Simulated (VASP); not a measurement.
# P in VASP: relaxation of the atoms with PBE+D3(BJ)

Aim: the relaxation of the atoms of P with PBE+D3(BJ).

Program: VASP 6.6.1. These are calculated values, not measurements. Logs are shortened: lines on timing, memory, paths and dates and some standing lists are left out, and cuts for length are marked.

## 1. The cell of the first run

The cell holds a slab with vacuum, 8 atoms: a = 3.323 Å, b = 4.167 Å, c = 24.264 Å, α = 90.00°, β = 90.00°, γ = 90.00°.

## 2. Relaxation of the atoms, PBE+D3(BJ)

Contents of INCAR:

```
PREC = Accurate
ENCUT = 450
EDIFF = 1E-7
ISMEAR = 0
SIGMA = 0.1
LREAL = False
LASPH = True
NELM = 120
ALGO = Normal
ISIF = 2
LWAVE = False
LCHARG = False
LDIPOL = True
IDIPOL = 3
DIPOL = 0.5 0.5 0.500
GGA = PE
IVDW = 12
IBRION = 2
NSW = 90
EDIFFG = -0.03
GGA_COMPAT = False
NELMIN = 4
NELMDL = -8
KPAR = 4
```

Contents of KPOINTS:

```
regular mesh
0
Gamma
  9 7 1
```

Contents of POSCAR:

```
P
1.0
    3.3225242313      0.0000000000      0.0000000000
    0.0000000000      4.1668624744      0.0000000000
    0.0000000000      0.0000000000     24.2641152327
P
8
Selective dynamics
Direct
    0.5000000000      0.9280971917      0.3503115576  F F F
    0.0000000000      0.5719028083      0.3503115576  F F F
    0.5000000000      0.0719028083      0.4396762370  F F F
    0.0000000000      0.4280971917      0.4396762370  F F F
    0.0000000000      0.9280971917      0.5603237630  T T T
    0.5000000000      0.5719028083      0.5603237630  T T T
    0.0000000000      0.0719028083      0.6496884424  T T T
    0.5000000000      0.4280971917      0.6496884424  T T T
```

Potentials or basis: VASP PAW PBE potentials, release 64 (P).

Run with:

```console
cat potpaw_PBE.64/P/POTCAR > POTCAR
mpirun -np 4 vasp_std > vasp.out
```

OUTCAR:

```text
PREC = Accurate
   ENCUT = 450
   EDIFF = 1E-7
   ISMEAR = 0
   LREAL = False
   LASPH = True
   NELM = 120
   ISIF = 2
   GGA = PE
   IVDW = 12
   IBRION = 2
   NSW = 90
   EDIFFG = -0.03
   NELMIN = 4
   NELMDL = -8
 IVDW          = 12

 ion  position               nearest neighbor table
   1  0.500  0.928  0.350-   2 2.23   2 2.23   3 2.25
   2  0.000  0.572  0.350-   1 2.23   1 2.23   4 2.25
   3  0.500  0.072  0.440-   4 2.23   4 2.23   1 2.25
   4  0.000  0.428  0.440-   3 2.23   3 2.23   2 2.25
   5  0.000  0.928  0.560-   6 2.23   6 2.23   7 2.25
   6  0.500  0.572  0.560-   5 2.23   5 2.23   8 2.25
   7  0.000  0.072  0.650-   8 2.23   8 2.23   5 2.25
   8  0.500  0.428  0.650-   7 2.23   7 2.23   6 2.25

  LATTYP: Found a simple orthorhombic cell.
 ALAT       =     3.3225242313
 B/A-ratio  =     1.2541255336
 C/A-ratio  =     7.3029159589

  Lattice vectors:

 A1 = (   3.3225242313,   0.0000000000,   0.0000000000)
 A2 = (   0.0000000000,   4.1668624744,   0.0000000000)
 A3 = (   0.0000000000,   0.0000000000,  24.2641152327)

Analysis of symmetry for initial positions (statically):
=====================================================================
 Subroutine PRICEL returns:
 Original cell was already a primitive cell.

 Routine SETGRP: Setting up the symmetry group for a
 simple orthorhombic supercell.

 Subroutine GETGRP returns: Found  8 space group operations
 (whereof  2 operations were pure point group operations)
 out of a pool of  8 trial point group operations.

The static configuration has the point symmetry C_1h.
 The point group associated with its full space group is D_2h.

Analysis of symmetry for dynamics (positions and initial velocities):
=====================================================================
 Subroutine PRICEL returns:
 Original cell was already a primitive cell.

 Routine SETGRP: Setting up the symmetry group for a
 simple orthorhombic supercell.

 Subroutine GETGRP returns: Found  8 space group operations
 (whereof  2 operations were pure point group operations)
 out of a pool of  8 trial point group operations.

[... 199 lines left out ...]

 POSITION                                       TOTAL-FORCE (eV/Angst)
 -----------------------------------------------------------------------------------
      1.66126      3.86725      8.50000         0.000000     -0.136179      0.068603
      0.00000      2.38304      8.50000         0.000000      0.136179      0.068603
      1.66126      0.29961     10.66835         0.000000      0.059420     -0.063652
      0.00000      1.78382     10.66835         0.000000     -0.059420     -0.063652
      0.00000      3.86725     13.59576         0.000000     -0.059420      0.063652
      1.66126      2.38304     13.59576         0.000000      0.059420      0.063652
      0.00000      0.29961     15.76412         0.000000      0.136179     -0.068603
      1.66126      1.78382     15.76412         0.000000     -0.136179     -0.068603
 -----------------------------------------------------------------------------------
    total drift:                               -0.000000     -0.000000      0.000002

  FREE ENERGIE OF THE ION-ELECTRON SYSTEM (eV)
  ---------------------------------------------------
  free  energy   TOTEN  =       -45.3489897765 eV

  energy  without entropy=      -45.3459481880  energy(sigma->0) =      -45.34746898

--------------------------------------- Ionic step        2  -------------------------------------------

 number of electron      40.0000003 magnetization

 dipolmoment           0.000000      0.000000     -0.000260 electrons x Angstroem

 Free energy of the ion-electron system (eV)
  ---------------------------------------------------
  ext. energy  EPLUGINS =         0.00000000
  ---------------------------------------------------
  free energy    TOTEN  =       -42.73750849 eV

  energy without entropy =      -42.73449911  energy(sigma->0) =      -42.73600380

 E-fermi :   0.5716     XC(G=0):  -4.8021

 val. band max:        0.5012522329   @ k =   0.0000   0.0000   0.0000
 cond. band min:       0.6371855581   @ k =   0.1111   0.0000   0.0000
 fundamental gap:      0.1359333252
 Fermi energy:         0.5716130622

 k-point     1 :       0.0000    0.0000    0.0000
  band No.  band energies     occupation
      1     -15.3430      2.00000
      2     -15.1536      2.00000
      3     -12.7166      2.00000
      4     -12.2730      2.00000
      5      -8.5232      2.00000
      6      -8.4285      2.00000
[... 549 lines left out ...]
     24       2.9957      0.00000
     25       4.3586      0.00000

------------------------ aborting loop because EDIFF is reached ----------------------------------------

 vacuum level on the upper side and lower side of the slab       (xc-potential included)        -0.111        -0.119

 Edisp (eV)   -2.61315

 E8    (eV) :    -1.0246

  FORCE on cell =-STRESS in cart. coord.  units (eV):
  Direction    XX          YY          ZZ          XY          YZ          ZX
  --------------------------------------------------------------------------------------
  -------------------------------------------------------------------------------------
  Total       0.31771     0.85156    -0.50075     0.00000     0.00000     0.00000
  in kB       1.51532     4.06146    -2.38830     0.00000     0.00000     0.00000
  external pressure =        1.06 kB  Pullay stress =        0.00 kB

 VOLUME and BASIS-vectors are now :
 -----------------------------------------------------------------------------
  energy-cutoff  :      450.00
  volume of cell :      335.92
      direct lattice vectors                 reciprocal lattice vectors
     3.322524231  0.000000000  0.000000000     0.300975984  0.000000000  0.000000000
     0.000000000  4.166862474  0.000000000     0.000000000  0.239988722  0.000000000
     0.000000000  0.000000000 24.264115233     0.000000000  0.000000000  0.041213124

 POSITION                                       TOTAL-FORCE (eV/Angst)
 -----------------------------------------------------------------------------------
      1.66126      3.86725      8.50000         0.000000     -0.135688      0.069342
      0.00000      2.38304      8.50000         0.000000      0.135688      0.069342
      1.66126      0.29961     10.66835         0.000000      0.058319     -0.063422
      0.00000      1.78382     10.66835         0.000000     -0.058319     -0.063422
      0.00000      3.86439     13.59883         0.000000     -0.011200      0.022308
      1.66126      2.38591     13.59883         0.000000      0.011200      0.022308
      0.00000      0.30618     15.76081         0.000000     -0.003509     -0.028228
      1.66126      1.77725     15.76081         0.000000      0.003509     -0.028228
 -----------------------------------------------------------------------------------
    total drift:                               -0.000000     -0.000000     -0.000103

  FREE ENERGIE OF THE ION-ELECTRON SYSTEM (eV)
  ---------------------------------------------------
  free  energy   TOTEN  =       -45.3506617264 eV

  energy  without entropy=      -45.3476523379  energy(sigma->0) =      -45.34915703

 reached required accuracy - stopping structural energy minimisation

 vacuum level on the upper side and lower side of the slab         4.842         4.831
```

CONTCAR:

```text
P
   1.00000000000000
     3.3225242313000001    0.0000000000000000    0.0000000000000000
     0.0000000000000000    4.1668624744000002    0.0000000000000000
     0.0000000000000000    0.0000000000000000   24.2641152327000000
  P
     8
Selective dynamics
Direct
     0.5000000000000000    0.9280971916999974    0.3503115576000013   F   F   F
     0.0000000000000000    0.5719028083000026    0.3503115576000013   F   F   F
     0.5000000000000000    0.0719028083000026    0.4396762370000005   F   F   F
     0.0000000000000000    0.4280971916999974    0.4396762370000005   F   F   F
     0.0000000000000000    0.9274092473745972    0.5604503180553126   T   T   T
     0.5000000000000000    0.5725907526254028    0.5604503180553126   T   T   T
     0.0000000000000000    0.0734794439950789    0.6495520433883842   T   T   T
     0.5000000000000000    0.4265205560049211    0.6495520433883842   T   T   T

  0.00000000E+00  0.00000000E+00  0.00000000E+00
  0.00000000E+00  0.00000000E+00  0.00000000E+00
  0.00000000E+00  0.00000000E+00  0.00000000E+00
  0.00000000E+00  0.00000000E+00  0.00000000E+00
  0.00000000E+00  0.00000000E+00  0.00000000E+00
  0.00000000E+00  0.00000000E+00  0.00000000E+00
  0.00000000E+00  0.00000000E+00  0.00000000E+00
  0.00000000E+00  0.00000000E+00  0.00000000E+00
```

Run time: 96 s. Hardware: 4 MPI ranks of AMD EPYC 7R43 (Zen 3), shared host; peak memory 0.37 GiB.

What came out:

- Free energy: -45.3507 eV
- Energy gained by relaxing: 0.2 meV/atom
- Ionic steps: 2
- Band gap on the k mesh: 0.14 eV (least direct gap 0.14 eV)
- Dispersion energy per atom: -0.327 eV

Step by step:
```csv
step,energy change (eV),largest force on free atoms (eV/Å),pressure (GPa)
1,0.0000,0.1525,0.02
2,-0.0017,0.0284,0.11
```

Final structure:
```
P
1.0
     3.32252    0.00000    0.00000
     0.00000    4.16686    0.00000
     0.00000    0.00000   24.26412
P
8
Direct
  0.50000 0.92810 0.35031
  0.00000 0.57190 0.35031
  0.50000 0.07190 0.43968
  0.00000 0.42810 0.43968
  0.00000 0.92741 0.56045
  0.50000 0.57259 0.56045
  0.00000 0.07348 0.64955
  0.50000 0.42652 0.64955
```
